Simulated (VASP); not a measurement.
Runs of VASP 6.6.1 on Si2C. The structure is that of space group P6/mmm (No. 191), or close to it. The cells are those of the table. 

| task | spin | cell | k mesh | cutoff (eV) | gap on the mesh (eV) | pressure (GPa) | moment (μB) | relaxed volume (Å³/atom) | largest force (eV/Å) |
| --- | --- | --- | --- | --- | --- | --- | --- | --- | --- |
| single point | collinear, ferromagnetic start | a = 2.594, b = 2.594, c = 6.293 Å, angles 90.0, 90.0, 120.0°, 3 atoms | 6 × 6 × 4 | 520 | none | -0.1 | 0.00 | - | 0.01 |
| single point | off | a = 2.623, b = 2.623, c = 6.196 Å, angles 90.0, 90.0, 120.0°, 3 atoms | 24 × 24 × 8 | 520 | none | 0.0 | - | - | - |
| single point | collinear, ferromagnetic start | a = 2.607, b = 2.607, c = 7.343 Å, angles 90.0, 90.0, 120.0°, 3 atoms | 6 × 6 × 4 | 520 | none | -12.6 | 0.00 | - | 2.09 |
| single point | off | a = 2.607, b = 2.607, c = 7.343 Å, angles 90.0, 90.0, 120.0°, 3 atoms | 6 × 6 × 4 | 520 | none | -12.6 | - | - | 2.09 |
| relaxation of cell and atoms | off | relaxed from a = 2.594, b = 2.594, c = 6.293 Å, angles 90.0, 90.0, 120.0°, 3 atoms | 24 × 24 × 8 | 600 | none | 0.0 | - | 12.30 | - |
| single point | off | a = 2.594, b = 2.594, c = 6.293 Å, angles 90.0, 90.0, 120.0°, 3 atoms | 6 × 6 × 4 | 520 | none | -0.1 | - | - | 0.01 |
| relaxation of cell and atoms | off | relaxed from a = 2.607, b = 2.607, c = 7.343 Å, angles 90.0, 90.0, 120.0°, 3 atoms | 6 × 6 × 4 | 600 | none | -0.4 | - | (a) | - |

Alike in all rows: level PBE; potentials or basis VASP PAW PBE potentials, release 64 (Si, C); smearing gaussian 0.1 eV.

Q: Estimate the missing entries.

A: (a) 12.24.

Caveats: some runs use coarse meshes; forces of over 1 eV/Å act on the atoms, so gaps and moduli don't describe the material at rest (some runs); the volume moved by over 15 % at a fixed basis, so the end points are rough (some runs).

A gap of «none» marks levels without a gap at the run's occupations.
